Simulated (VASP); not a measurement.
# Te8HPd4 (a cell with a defect) in VASP: a series of runs, part 2 of 3

VASP 6.6.1. Earlier steps stand in the parts before.

### Step 3. Single point, PBEsol

INCAR

```
SYSTEM = Te8HPd4
PREC = Accurate
ENCUT = 520
EDIFF = 1E-6
ISMEAR = -1
SIGMA = 0.05
LREAL = .False.
LASPH = .True.
NELM = 100
ALGO = Normal
ISIF = 2
LWAVE = .False.
LCHARG = .True.
GGA = PS
LELF = .True.
LVHAR = .True.
NBANDS = 56
```

KPOINTS

```
Automatic mesh
0
Gamma
  3 3 2
  0 0 0
```

POSCAR

```
Te8HPd4
1.0
   -2.0120000000      3.4848860000      5.1130000000
    4.0240000000      0.0000000000      5.1130000000
    4.0240000000      6.9697720000      0.0000000000
Te Pd H
8 4 1
Direct
    0.3328949085      0.9365163960      0.1914121716
    0.2003573974      0.5189267802      0.0418632505
    0.3381317339      0.9610272725      0.6702155328
    0.1631920861      0.5219438420      0.5946671116
    0.7700556994      0.4556043828      0.4216699878
    0.6842574122      0.0370803543      0.3043773776
    0.7813218953      0.4731079893      0.9006294991
    0.6812201494      0.0351694457      0.8284525575
    0.0114234902     -0.0155306680      0.0117493713
    0.0040992145      0.0198006486      0.5127161555
    0.4915575913      0.4698349376      0.2193583710
    0.4821678656      0.5359232747      0.7392063837
    0.1488008880      0.5593743516      0.3436046213
```

Potentials or basis: VASP PAW PBE potentials, release 64 (Te, Pd, H).

Run with:

```
cat potpaw_PBE.64/Te/POTCAR potpaw_PBE.64/Pd/POTCAR potpaw_PBE.64/H/POTCAR > POTCAR
mpirun -np 1 vasp_std > vasp.out
```

OUTCAR:

```text
SYSTEM = Te8HPd4
   PREC = Accurate
   ENCUT = 520
   EDIFF = 1E-6
   ISMEAR = -1
   LREAL = .False.
   LASPH = .True.
   NELM = 100
   ISIF = 2
   GGA = PS

 ion  position               nearest neighbor table
   1  0.333  0.937  0.191-  11 2.72   9 2.76  10 2.83   6 3.07   8 3.17   2 3.40   5 3.66
   2  0.200  0.519  0.042-  12 2.56  11 2.57   9 2.70   1 3.40   7 3.41   7 3.50   5 3.50   3 3.64
                             4 3.67
   3  0.338  0.961  0.670-  12 2.45  10 2.68   9 2.91   8 3.15   6 3.15   4 3.24   2 3.64
   4  0.163  0.522  0.595-  13 1.99  12 2.72  10 2.87   7 2.96  11 3.13   3 3.24   5 3.49   5 3.64
                             2 3.67
   5  0.770  0.456  0.422-  10 2.57  12 2.71  11 2.74   6 3.44   6 3.44   4 3.49   2 3.50   8 3.63
                             4 3.64   1 3.66
   6  0.684  0.037  0.304-  11 2.51   9 2.64  10 3.00   1 3.07   3 3.15   5 3.44   5 3.44   7 3.68
[... 5 lines left out ...]
   9  0.011  0.984  0.012-   6 2.64   2 2.70   1 2.76   8 2.82   7 2.86   3 2.91
  10  0.004  0.020  0.513-   5 2.57   3 2.68   8 2.75   1 2.83   4 2.87   6 3.00
  11  0.492  0.470  0.219-  13 2.05   6 2.51   2 2.57   7 2.67   1 2.72   5 2.74   4 3.13
  12  0.482  0.536  0.739-   3 2.45   7 2.49   2 2.56   5 2.71   4 2.72   8 2.89
  13  0.149  0.559  0.344-   4 1.99  11 2.05

  LATTYP: Found a base centered monoclinic cell.
 ALAT       =    10.9892515866
 B/A-ratio  =     0.6342353965
 C/A-ratio  =     0.7323519302
 COS(beta)  =    -0.3661759651

  Lattice vectors:

 A1 = (   2.0120000000,  -3.4848860000,  -5.1130000000)
 A2 = (  -4.0240000000,   0.0000000000,  -5.1130000000)
 A3 = (   4.0240000000,   6.9697720000,   0.0000000000)

Analysis of symmetry for initial positions (statically):
=====================================================================
 Subroutine PRICEL returns:
 Original cell was already a primitive cell.

 Routine SETGRP: Setting up the symmetry group for a
 base centered monoclinic supercell.

 Subroutine GETGRP returns: Found  1 space group operations
 (whereof  1 operations were pure point group operations)
 out of a pool of  4 trial point group operations.

The static configuration has the point symmetry C_1 .

Analysis of symmetry for dynamics (positions and initial velocities):
=====================================================================
 Subroutine PRICEL returns:
 Original cell was already a primitive cell.

 Routine SETGRP: Setting up the symmetry group for a
 base centered monoclinic supercell.

 Subroutine GETGRP returns: Found  1 space group operations
 (whereof  1 operations were pure point group operations)
 out of a pool of  4 trial point group operations.

The dynamic configuration has the point symmetry C_1 .

 Subroutine INISYM returns: Found  1 space group operations
 (whereof  1 operations are pure point group operations),
 and found     1 'primitive' translations

----------------------------------------------------------------------------------------

                                     Primitive cell

  volume of cell :     286.8021

  direct lattice vectors                    reciprocal lattice vectors
    -2.012000000  3.484886000  5.113000000    -0.124254473  0.071738358  0.097789947
     4.024000000  0.000000000  5.113000000     0.124254473 -0.071738358  0.097789947
     4.024000000  6.969772000  0.000000000     0.062127237  0.107607537 -0.048894974

  length of vectors
[... 76 lines left out ...]
   ions per type =               8   4   1
   NGX,Y,Z   is equivalent  to a cutoff of  12.26, 12.26, 12.39 a.u.
   NGXF,Y,Z  is equivalent  to a cutoff of  24.53, 24.53, 24.79 a.u.
 SYSTEM =  Te8HPd4
   PREC   = accura    normal or accurate (medium, high low for compatibility)
   ISTART =      0    job   : 0-new  1-cont  2-samecut
   ICHARG =      2    charge: 1-file 2-atom 10-const
   ISPIN  =      1    spin polarized calculation?
   LNONCOLLINEAR =      F non collinear calculations
   LSORBIT =      F    spin-orbit coupling
   LASPH  =      T    aspherical Exc in radial PAW
   ENCUT  =  520.0 eV  38.22 Ry    6.18 a.u.  12.10 12.10 14.96*2*pi/ulx,y,z
   NELM   =    100;   NELMIN=  2; NELMDL= -5     # of ELM steps
   EDIFF  = 0.1E-05   stopping-criterion for ELM
   LREAL  =      F    real-space projection
   EDIFFG = 0.1E-04   stopping-criterion for IOM
   NSW    =      0    number of steps for IOM
   IBRION =     -1    ionic relax: 0-MD 1-quasi-New 2-CG
   NFREE  =      0    steps in history (QN), initial steepest desc. (CG)
   ISIF   =      2    stress and relaxation
   ISYM   =      2    0-nonsym 1-usesym 2-fastsym
   POTIM  = 0.5000    time-step for ionic-motion
   TEBEG  =    0.0;   TEEND  =   0.0 temperature during run
   PSTRESS=    0.0 pullay stress
   NELECT =      89.0000    total number of electrons
   NUPDOWN=      -1.0000    fix difference up-down
   EMIN   =  10.00;   EMAX   =-10.00  energy-range for DOS
   EFERMI =   0.00;   METHOD = LEGACY
   ISMEAR =    -1;   SIGMA  =   0.05  broadening in eV -4-tet -1-fermi 0-gaus
   EFERMI_NEDOS =   21; number of points for ismear=-14 and -15
   IALGO  =     38    algorithm
   IMIX   =      4    mixing-type and parameters
     AMIX     =   0.40;   BMIX     =  1.00
     AMIX_MAG =   1.60;   BMIX_MAG =  1.00
  volume/ion in A,a.u.               =      22.06       148.88
  Fermi-wavevector in a.u.,A,eV,Ry     =   1.108351  2.094480 16.713973  1.228442
  Thomas-Fermi vector in A             =   2.244877
   LORBIT       =      0    0 simple, 1 ext, 2 COOP (PROOUT), +10 PAW based schemes
   GGA     = PS    functional components
   LHFCALC =     F    Hartree Fock is set to
   AEXX    =    0.0000 exact exchange contribution
   IVDW    =     0    specifies the selected vdW correction
   LEPSILON=     F    determine dielectric tensor
   LRPA    =     F    only Hartree local field effects (RPA)
 non-spin polarized calculation
  energy-cutoff  :      520.00
  volume of cell :      286.80
 maximum number of plane-waves:      7743
   NGX = 25   NGY = 25   NGZ = 29

 number of electron      89.0000002 magnetization

 Free energy of the ion-electron system (eV)
  ---------------------------------------------------
  ext. energy  EPLUGINS =         0.00000000
  ---------------------------------------------------
  free energy    TOTEN  =       -57.39535155 eV

  energy without entropy =      -57.34076223  energy(sigma->0) =      -57.36805689

 E-fermi :   8.4695     XC(G=0): -10.7830

 val. band max:        8.4694431336   @ k =   0.0000   0.0000   0.0000
 cond. band min:       8.4810150769   @ k =   0.0000  -0.3333   0.0000
 fundamental gap:      0.0115719433
 Fermi energy:         8.4694585818

 k-point     1 :       0.0000    0.0000    0.0000
  band No.  band energies     occupation
      1      -5.4265      2.00000
      2      -3.8210      2.00000
      3      -3.4852      2.00000
      4      -3.4040      2.00000
      5      -2.9483      2.00000
      6      -2.7206      2.00000
[... 579 lines left out ...]
     55      12.6013      0.00000
     56      12.8271      0.00000

------------------------ aborting loop because EDIFF is reached ----------------------------------------

  FORCE on cell =-STRESS in cart. coord.  units (eV):
  Direction    XX          YY          ZZ          XY          YZ          ZX
  --------------------------------------------------------------------------------------
  -------------------------------------------------------------------------------------
  Total        5.6133509      6.4940195      4.6443540     -0.0842076     -0.4206081      1.1175551
  in kB       31.3581504     36.2778749     25.9449934     -0.4704132     -2.3496644      6.2430552
  external PRESSURE =      31.1936729 kB  Pullay stress =       0.0000000 kB

 VOLUME and BASIS-vectors are now :
 -----------------------------------------------------------------------------
  energy-cutoff  :      520.00
  volume of cell :      286.80
      direct lattice vectors                 reciprocal lattice vectors
    -2.012000000  3.484886000  5.113000000    -0.124254473  0.071738358  0.097789947
     4.024000000  0.000000000  5.113000000     0.124254473 -0.071738358  0.097789947
     4.024000000  6.969772000  0.000000000     0.062127237  0.107607537 -0.048894974

 POSITION                                       TOTAL-FORCE (eV/Angst)
 -----------------------------------------------------------------------------------
      3.86900      2.49420      6.49050         0.310543     -0.480840     -0.315434
      1.85350      0.99000      3.67770         1.066771     -0.162452     -0.720461
      5.88380      5.84960      6.64260         1.764562     -0.472678      0.566274
      4.16490      4.71340      3.50310         0.314123     -0.810525      0.678448
      1.98080      5.62250      6.26680        -0.100015     -0.302979      0.327806
     -0.00270      4.50600      3.68820        -0.660345      1.059124     -0.292405
      3.95590      9.00000      6.41390        -0.257867      1.679668      0.602205
      2.10460      8.14810      3.66290        -0.225890      0.051355      0.620722
      3.98580      0.12170      5.09200        -0.259882     -0.896982      0.331791
      2.13460      3.58780      0.12220        -0.803773     -0.134653     -0.927516
      1.78430      3.24190      4.91560         1.729756      0.390763      0.610008
      4.16100      6.83240      5.20550        -2.366868     -0.601753     -1.721899
      3.33420      2.91340      3.62090        -0.511115      0.681951      0.240460
 -----------------------------------------------------------------------------------
    total drift:                               -0.000294     -0.000140      0.000115

  FREE ENERGIE OF THE ION-ELECTRON SYSTEM (eV)
  ---------------------------------------------------
  free  energy   TOTEN  =       -57.3953515454 eV

  energy  without entropy=      -57.3407622295  energy(sigma->0) =      -57.36805689
```

Run time: 1.9 min. Hardware: 1 thread of AMD EPYC 9R45 (Zen 5), shared host; peak memory 0.41 GiB.

Results:

```
Free energy            : -57.3954 eV
Pressure               : 3.1 GPa
Largest force          : 2.988 eV/Å
Band gap on the k mesh : zero (an odd number of electrons rules out a gap without spin polarisation)
```

Forces on the atoms (eV/Å):
```
Te   0.311 -0.481 -0.315
Te   1.067 -0.162 -0.720
Te   1.765 -0.473  0.566
Te   0.314 -0.811  0.678
Te  -0.100 -0.303  0.328
Te  -0.660  1.059 -0.292
Te  -0.258  1.680  0.602
Te  -0.226  0.051  0.621
Pd  -0.260 -0.897  0.332
Pd  -0.804 -0.135 -0.928
Pd   1.730  0.391  0.610
Pd  -2.367 -0.602 -1.722
H   -0.511  0.682  0.240
```

Levels at points of the mesh, in eV from the Fermi level:
| k point | band 42 | band 43 | band 44 | band 45 | band 46 | band 47 |
| --- | --- | --- | --- | --- | --- | --- |
| (0.00, 0.00, 0.00) | -0.60 | -0.26 | 0.00 | 0.17 | 0.31 | 0.48 |
| (0.00, 0.00, 0.50) | -1.53 | -0.32 | 0.05 | 0.83 | 1.04 | 1.32 |

Caveat: the k points lie up to 0.42 Å⁻¹ apart, too coarse for converged energies and pressures of a metal; the PAW data sets were made with another functional, which shifts forces and pressure a little; spin-orbit coupling is left out, which moves the levels of the heavy elements; an odd number of electrons without spin polarisation forces a metal; a magnetic or distorted state may lie lower.

(Continued in part 3 of 3.)

The gap in the log of VASP goes by the Fermi energy; the results here count the filled bands.